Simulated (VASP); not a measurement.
Set up this calculation in VASP 6.6.1, as the native input.

- Task: single point
- Functional: PBEsol
- Potentials or basis: VASP PAW PBE potentials, release 64 (Si, Co)
- Cutoff: 520 eV
- k mesh: 16 × 16 × 14
- Occupations: gaussian, width 0.1 eV
- Spin: collinear spin, ferromagnetic start
- Starting moments: [0.0, 0.46] μB
- Dipole correction: no
- Further INCAR settings: ALGO = Normal; EDIFF = 1e-06; NBANDS = 18

The structure of CoSi lies in POSCAR:

```
CoSi
1.0
    1.8932905974     -1.8932888545      0.0000000000
    1.8932905974      1.8932888545      0.0000000000
    0.0000000000      0.0000000000      2.9090755922
Si Co
1 1
Direct
    0.0000000000      0.0000000000      0.0000000000
    0.5000000000      0.5000000000      0.5000000000
```

One way to write it, as run:

INCAR

```
ALGO = Normal
EDIFF = 1E-6
ENCUT = 520
GGA = PS
ISIF = 2
ISMEAR = 0
ISPIN = 2
LASPH = True
LCHARG = True
LELF = True
LMAXMIX = 4
LORBIT = 11
LREAL = False
LVHAR = True
LWAVE = False
MAGMOM = 0 0.46
NBANDS = 18
NELM = 150
PREC = Accurate
SIGMA = 0.1
```

KPOINTS

```
k-points
0
Gamma
  16 16 14
```

Potentials or basis: VASP PAW PBE potentials, release 64 (Si, Co).

Launch:

```sh
$ cat potpaw_PBE.64/Si/POTCAR potpaw_PBE.64/Co/POTCAR > POTCAR
$ mpirun -np 1 vasp_std > vasp.out
```

Results of the run:

```yaml
Pressure: 0.7 GPa
Net_moment: 0.43 μB per cell
Site_moments: Si +0.01; Co +0.44 μB
Valence_electrons_inside_the_program's_atomic_spheres: Si 1.59; Co 8.70
```

Caveat: the PAW data sets were made with another functional, which shifts forces and pressure a little.

Run time: 3.6 min on 1 thread of Intel Xeon 8259CL (shared host), peak memory 0.3 GiB.
